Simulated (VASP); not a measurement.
# K (I4/mmm) in VASP: a series of runs

Runs on K. Level: LDA. Tasks: single point.

All numbers are computed with VASP 6.6.1; they aren't measurements. Logs are shortened: lines on timing, memory, paths and dates and some standing lists are left out, and cuts for length are marked.

**1. The cell of the first run**

The structure is tetragonal, space group I4/mmm (No. 139). The conventional cell has a = 5.527 Å, b = 5.527 Å, c = 4.698 Å, α = 90.00°, β = 90.00°, γ = 90.00°.

**2. Single point, LDA**

File INCAR:

```
SYSTEM = K
  ALGO = Fast
  EDIFF = 1E-6
  ENCUT = 520
  GGA = CA
  ISIF = 2
  ISMEAR = 0
  LASPH = .True.
  LCHARG = .True.
  LELF = .True.
  LREAL = .False.
  LVHAR = .True.
  LWAVE = .False.
  NBANDS = 10
  NELM = 100
  PREC = Accurate
  SIGMA = 0.15
```

File KPOINTS:

```
k-points
0
Gamma
  14 14 14
  0 0 0
```

File POSCAR:

```
K
1.0
   -2.7637367086      2.7637367086      2.3491762023
    2.7637367086     -2.7637367086      2.3491762023
    2.7637367086      2.7637367086     -2.3491762023
K
1
Direct
    0.0000000000      0.0000000000      0.0000000000
```

Potentials or basis: VASP PAW LDA potentials, release 64 (K_sv).

Launch:

```console
$ cat potpaw_LDA.64/K_sv/POTCAR > POTCAR
$ mpirun -np 1 vasp_std > vasp.out
```

OUTCAR:

```text
SYSTEM = K
   EDIFF = 1E-6
   ENCUT = 520
   GGA = CA
   ISIF = 2
   ISMEAR = 0
   LASPH = .True.
   LREAL = .False.
   NELM = 100
   PREC = Accurate

 ion  position               nearest neighbor table
   1  0.000  0.000  0.000-

  LATTYP: Found a body centered tetragonal cell.
 ALAT       =     5.5274734172
 C/A-ratio  =     0.8500000000

  Lattice vectors:

 A1 = (  -2.7637367086,   2.7637367086,   2.3491762023)
 A2 = (   2.7637367086,  -2.7637367086,   2.3491762023)
 A3 = (   2.7637367086,   2.7637367086,  -2.3491762023)

Analysis of symmetry for initial positions (statically):
=====================================================================
 Subroutine PRICEL returns:
 Original cell was already a primitive cell.

 Routine SETGRP: Setting up the symmetry group for a
 body centered tetragonal supercell.

 Subroutine GETGRP returns: Found 16 space group operations
 (whereof 16 operations were pure point group operations)
 out of a pool of 16 trial point group operations.

The static configuration has the point symmetry D_4h.

Analysis of symmetry for dynamics (positions and initial velocities):
=====================================================================
 Subroutine PRICEL returns:
 Original cell was already a primitive cell.

 Routine SETGRP: Setting up the symmetry group for a
 body centered tetragonal supercell.

 Subroutine GETGRP returns: Found 16 space group operations
 (whereof 16 operations were pure point group operations)
 out of a pool of 16 trial point group operations.

The dynamic configuration has the point symmetry D_4h.

 Subroutine INISYM returns: Found 16 space group operations
 (whereof 16 operations are pure point group operations),
 and found     1 'primitive' translations

----------------------------------------------------------------------------------------

                                     Primitive cell

  volume of cell :      71.7743

  direct lattice vectors                    reciprocal lattice vectors
    -2.763736709  2.763736709  2.349176202     0.000000000  0.180914484  0.212840569
     2.763736709 -2.763736709  2.349176202     0.180914484  0.000000000  0.212840569
     2.763736709  2.763736709 -2.349176202     0.180914484  0.180914484  0.000000000

  length of vectors
     4.560165569  4.560165569  4.560165569     0.279340578  0.279340578  0.255851717

  position of ions in fractional coordinates (direct lattice)
     0.000000000  0.000000000  0.000000000

  ion indices of the primitive-cell ions
   primitive index   ion index
                 1           1

----------------------------------------------------------------------------------------

 KPOINTS: k-points

Automatic generation of k-mesh.
 Grid dimensions read from file:
 generate k-points for:   14   14   14

 Generating k-lattice:

  Cartesian coordinates                     Fractional coordinates (reciprocal lattice)
     0.000000000  0.012922463  0.015202898     0.071428571  0.000000000 -0.000000000
     0.012922463  0.000000000  0.015202898     0.000000000  0.071428571 -0.000000000
     0.012922463  0.012922463  0.000000000     0.000000000  0.000000000  0.071428571

  Length of vectors
     0.019952898  0.019952898  0.018275123

  Shift w.r.t. Gamma in fractional coordinates (k-lattice)
     0.000000000  0.000000000  0.000000000

 Subroutine IBZKPT returns following result:
 ===========================================

 Found    244 irreducible k-points:

 Following reciprocal coordinates:
            Coordinates               Weight
  0.000000  0.000000  0.000000      1.000000
  0.071429 -0.000000  0.000000      8.000000
  0.142857 -0.000000  0.000000      8.000000
  0.214286  0.000000  0.000000      8.000000
  0.285714  0.000000  0.000000      8.000000
  0.357143  0.000000  0.000000      8.000000
[... 16 lines left out ...]
  0.214286  0.142857  0.000000     16.000000
  0.285714  0.142857  0.000000     16.000000
 [... further k-points ...]
   k-points           NKPTS =    244   k-points in BZ     NKDIM =    244   number of bands    NBANDS=     10
   number of dos      NEDOS =    301   number of ions     NIONS =      1
   total plane-waves  NPLWV =  46656
   dimension x,y,z NGX =    36 NGY =   36 NGZ =   36
   dimension x,y,z NGXF=    72 NGYF=   72 NGZF=   72
   ions per type =               1
   NGX,Y,Z   is equivalent  to a cutoff of  13.12, 13.12, 13.12 a.u.
   NGXF,Y,Z  is equivalent  to a cutoff of  26.25, 26.25, 26.25 a.u.
 SYSTEM =  K
   PREC   = accura    normal or accurate (medium, high low for compatibility)
   ISTART =      0    job   : 0-new  1-cont  2-samecut
   ICHARG =      2    charge: 1-file 2-atom 10-const
   ISPIN  =      1    spin polarized calculation?
   LNONCOLLINEAR =      F non collinear calculations
   LSORBIT =      F    spin-orbit coupling
   LASPH  =      T    aspherical Exc in radial PAW
   ENCUT  =  520.0 eV  38.22 Ry    6.18 a.u.   8.48  8.48  8.48*2*pi/ulx,y,z
   NELM   =    100;   NELMIN=  2; NELMDL= -5     # of ELM steps
   EDIFF  = 0.1E-05   stopping-criterion for ELM
   LREAL  =      F    real-space projection
   EDIFFG = 0.1E-04   stopping-criterion for IOM
   NSW    =      0    number of steps for IOM
   IBRION =     -1    ionic relax: 0-MD 1-quasi-New 2-CG
   NFREE  =      0    steps in history (QN), initial steepest desc. (CG)
   ISIF   =      2    stress and relaxation
   ISYM   =      2    0-nonsym 1-usesym 2-fastsym
   POTIM  = 0.5000    time-step for ionic-motion
   TEBEG  =    0.0;   TEEND  =   0.0 temperature during run
   PSTRESS=    0.0 pullay stress
   NELECT =       9.0000    total number of electrons
   NUPDOWN=      -1.0000    fix difference up-down
   EMIN   =  10.00;   EMAX   =-10.00  energy-range for DOS
   EFERMI =   0.00;   METHOD = LEGACY
   ISMEAR =     0;   SIGMA  =   0.15  broadening in eV -4-tet -1-fermi 0-gaus
   EFERMI_NEDOS =   21; number of points for ismear=-14 and -15
   IALGO  =     68    algorithm
   IMIX   =      4    mixing-type and parameters
     AMIX     =   0.40;   BMIX     =  1.00
     AMIX_MAG =   1.60;   BMIX_MAG =  1.00
  volume/ion in A,a.u.               =      71.77       484.36
  Fermi-wavevector in a.u.,A,eV,Ry     =   0.819406  1.548454  9.135317  0.671427
  Thomas-Fermi vector in A             =   1.930206
   LORBIT       =      0    0 simple, 1 ext, 2 COOP (PROOUT), +10 PAW based schemes
   GGA     = CA    functional components
   LHFCALC =     F    Hartree Fock is set to
   AEXX    =    0.0000 exact exchange contribution
   IVDW    =     0    specifies the selected vdW correction
   LEPSILON=     F    determine dielectric tensor
   LRPA    =     F    only Hartree local field effects (RPA)
 non-spin polarized calculation
 RMM-DIIS sequential band-by-band and
 Gauss-broadening in eV      SIGMA  =   0.15
  energy-cutoff  :      520.00
  volume of cell :       71.77
 maximum number of plane-waves:      1961
 NGX is ok and might be reduce to    36
   NGX = 17   NGY = 17   NGZ = 17

 number of electron       9.0000001 magnetization

 Free energy of the ion-electron system (eV)
  ---------------------------------------------------
  ext. energy  EPLUGINS =         0.00000000
  ---------------------------------------------------
  free energy    TOTEN  =        -1.15413939 eV

  energy without entropy =       -1.14549707  energy(sigma->0) =       -1.14981823

 E-fermi :  -0.2524     XC(G=0):  -5.9314

 val. band max:       -0.2635268398   @ k =  -0.0714   0.4286   0.0714
 cond. band min:      -0.2450788960   @ k =   0.2857   0.1429   0.0714
 fundamental gap:      0.0184479438
 Fermi energy:        -0.2524164918

 k-point     1 :       0.0000    0.0000    0.0000
  band No.  band energies     occupation
      1     -32.0656      2.00000
      2     -15.7437      2.00000
      3     -15.7437      2.00000
      4     -15.7424      2.00000
      5      -2.4558      2.00000
      6       3.4116      0.00000
      7       4.2924      0.00000
      8       4.2943      0.00000
      9       4.2943      0.00000
     10       5.3686      0.00000

 k-point     2 :       0.0714   -0.0000    0.0000
  band No.  band energies     occupation
      1     -32.0653      2.00000
      2     -15.7470      2.00000
      3     -15.7450      2.00000
      4     -15.7435      2.00000
      5      -2.3859      2.00000
      6       3.4056      0.00000
      7       4.1437      0.00000
      8       4.2403      0.00000
      9       4.3307      0.00000
     10       5.2562      0.00000

 k-point     3 :       0.1429   -0.0000    0.0000
  band No.  band energies     occupation
      1     -32.0646      2.00000
      2     -15.7582      2.00000
      3     -15.7486      2.00000
      4     -15.7447      2.00000
      5      -2.1789      2.00000
      6       3.3380      0.00000
      7       3.7279      0.00000
      8       4.1926      0.00000
      9       4.4391      0.00000
     10       5.0771      0.00000

 k-point     4 :       0.2143    0.0000    0.0000
  band No.  band energies     occupation
      1     -32.0635      2.00000
      2     -15.7744      2.00000
      3     -15.7538      2.00000
      4     -15.7463      2.00000
      5      -1.8423      2.00000
      6       3.1572      0.00000
      7       3.1581      0.00000
      8       4.3092      0.00000
      9       4.6009      0.00000
     10       4.9531      0.00000

 k-point     5 :       0.2857    0.0000    0.0000
  band No.  band energies     occupation
      1     -32.0622      2.00000
      2     -15.7922      2.00000
      3     -15.7596      2.00000
      4     -15.7481      2.00000
      5      -1.3891      2.00000
      6       2.5285      0.00000
      7       2.9331      0.00000
      8       4.5857      0.00000
      9       4.7746      0.00000
     10       4.8932      0.00000

 k-point     6 :       0.3571    0.0000    0.0000
  band No.  band energies     occupation
      1     -32.0611      2.00000
      2     -15.8081      2.00000
      3     -15.7648      2.00000
      4     -15.7498      2.00000
      5      -0.8380      2.00000
      6       1.8722      0.00000
      7       2.7410      0.00000
      8       4.7450      0.00000
      9       4.9740      0.00000
     10       5.0336      0.00000
[... 183 lines left out ...]
 k-point    21 :      -0.0714    0.0714    0.0000
  band No.  band energies     occupation
      1     -32.0654      2.00000
      2     -15.7475      2.00000
      3     -15.7435      2.00000
      4     -15.7433      2.00000
      5      -2.3974      2.00000
      6       3.3483      0.00000
      7       4.1975      0.00000
      8       4.2442      0.00000
      9       4.3465      0.00000
     10       5.3183      0.00000

 k-point    22 :       0.1429    0.1429    0.0000
  band No.  band energies     occupation
      1     -32.0627      2.00000
      2     -15.7846      2.00000
      3     -15.7527      2.00000
      4     -15.7522      2.00000
      5      -1.6026      2.00000
      6       2.9447      0.00000
      7       3.0168      0.00000
      8       4.2103      0.00000
      9       4.6526      0.00000
     10       4.9909      0.00000

 k-point    23 :       0.2143    0.1429    0.0000
  band No.  band energies     occupation
      1     -32.0616      2.00000
      2     -15.7990      2.00000
      3     -15.7592      2.00000
      4     -15.7542      2.00000
      5      -1.1387      2.00000
      6       2.4430      0.00000
      7       2.6992      0.00000
      8       4.4133      0.00000
      9       4.5733      0.00000
     10       5.3410      0.00000

 k-point    24 :       0.2857    0.1429    0.0000
  band No.  band energies     occupation
      1     -32.0607      2.00000
      2     -15.8105      2.00000
      3     -15.7659      2.00000
      4     -15.7554      2.00000
      5      -0.5808      1.99804
      6       1.8292      0.00000
      7       2.4970      0.00000
      8       4.4032      0.00000
      9       4.7320      0.00000
     10       5.7686      0.00000

 [... further k-points ...]
[... 5 lines left out ...]
  --------------------------------------------------------------------------------------
  -------------------------------------------------------------------------------------
  Total       -0.2132051     -0.2132051     -0.1050872      0.0000000      0.0000000      0.0000000
  in kB       -4.7592573     -4.7592573     -2.3458029      0.0000000      0.0000000      0.0000000
  external PRESSURE =      -3.9547725 kB  Pullay stress =       0.0000000 kB

 VOLUME and BASIS-vectors are now :
 -----------------------------------------------------------------------------
  energy-cutoff  :      520.00
  volume of cell :       71.77
      direct lattice vectors                 reciprocal lattice vectors
    -2.763736709  2.763736709  2.349176202     0.000000000  0.180914484  0.212840569
     2.763736709 -2.763736709  2.349176202     0.180914484  0.000000000  0.212840569
     2.763736709  2.763736709 -2.349176202     0.180914484  0.180914484  0.000000000

 POSITION                                       TOTAL-FORCE (eV/Angst)
 -----------------------------------------------------------------------------------
      0.00000      0.00000      0.00000        -0.000000      0.000000     -0.000000
 -----------------------------------------------------------------------------------
    total drift:                               -0.000000      0.000000      0.000000

  FREE ENERGIE OF THE ION-ELECTRON SYSTEM (eV)
  ---------------------------------------------------
  free  energy   TOTEN  =        -1.1541393929 eV

  energy  without entropy=       -1.1454970703  energy(sigma->0) =       -1.14981823
```

Run time: 56 s. Hardware: 1 thread of Intel Xeon 6975P-C (Granite Rapids), shared host; peak memory 0.28 GiB.

What came out:

```yaml
Free_energy: -1.1541 eV
Pressure: -0.4 GPa
```

Stress tensor (GPa, compression positive):
```
-0.48  0.00  0.00
 0.00 -0.48  0.00
 0.00  0.00 -0.23
```

[end of part 1 of 2]
